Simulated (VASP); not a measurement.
Runs of VASP 6.6.1 on Re. The structure is that of space group Im-3m (No. 229), or close to it. The cells are those of the table. 

```csv
cell,gap on the mesh (eV),pressure (GPa)
"a = 2.692, b = 2.692, c = 3.069 Å, angles 55.3, 55.3, 69.5°, 1 atom",none,(c)
"a = 2.677, b = 2.677, c = 3.105 Å, angles 54.6, 54.6, 70.9°, 1 atom",none,(b)
"a = 2.748, b = 2.748, c = 3.187 Å, angles 54.6, 54.6, 70.9°, 1 atom",none,-18.3
"a = 2.633, b = 2.633, c = 3.054 Å, angles 54.6, 54.6, 70.9°, 1 atom",none,29.6
"a = 2.761, b = 2.761, c = 3.203 Å, angles 54.6, 54.6, 70.9°, 1 atom",none,(a)
"a = 2.665, b = 2.665, c = 3.142 Å, angles 53.9, 53.9, 72.2°, 1 atom",none,14.6
"a = 2.694, b = 2.694, c = 3.176 Å, angles 53.9, 53.9, 72.2°, 1 atom",none,1.7
"a = 2.635, b = 2.635, c = 3.107 Å, angles 53.9, 53.9, 72.2°, 1 atom",none,30.1
```

Alike in all rows: task single point; level PBE; potentials or basis VASP PAW PBE potentials, release 64 (Re); no spin polarisation; k mesh 10 × 10 × 10; cutoff (eV) 520; smearing gaussian 0.15 eV.

**Question.** Fill in the values left out.

**Answer.** (a) -22.3; (b) 7.5; (c) 1.5.

Caveats: spin-orbit coupling is left out, which moves the levels of the heavy elements.

A k mesh can miss the band edges, and the runs leave out spin-orbit coupling on Re.

A gap of «none» marks levels without a gap at the run's occupations.
